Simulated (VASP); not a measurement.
Runs of VASP 6.6.1 on HfO2. The structure is that of space group P4_2/mnm (No. 136), or close to it. The cells are those of the table. 

```tsv
cell	gap on the mesh (eV)	pressure (GPa)	largest force (eV/Å)
a = 4.781, b = 4.781, c = 3.184 Å, 6 atoms	3.95	4.0	0.04
a = 4.748, b = 4.748, c = 3.162 Å, 6 atoms	4.03	9.5	0.11
a = 4.908, b = 4.908, c = 3.268 Å, 6 atoms	3.65	(b)	(a)
a = 4.715, b = 4.715, c = 3.140 Å, 6 atoms	4.11	15.6	0.19
a = 4.877, b = 4.877, c = 3.248 Å, 6 atoms	3.72	-9.3	0.15
a = 4.845, b = 4.845, c = 3.227 Å, 6 atoms	3.80	-5.3	0.09
```

Alike in all rows: task single point; level PBEsol; potentials or basis VASP PAW PBE potentials, release 64 (Hf_pv, O); no spin polarisation; k mesh 4 × 4 × 6; cutoff (eV) 520; smearing gaussian 0.01 eV.

Q: Fill in the values left out.

A: (a) 0.21; (b) -12.9.

Caveats: the PAW data sets were made with another functional, which shifts forces and pressure a little; spin-orbit coupling is left out, which moves the levels of the heavy elements.

A k mesh can miss the band edges, and the runs leave out spin-orbit coupling on Hf.
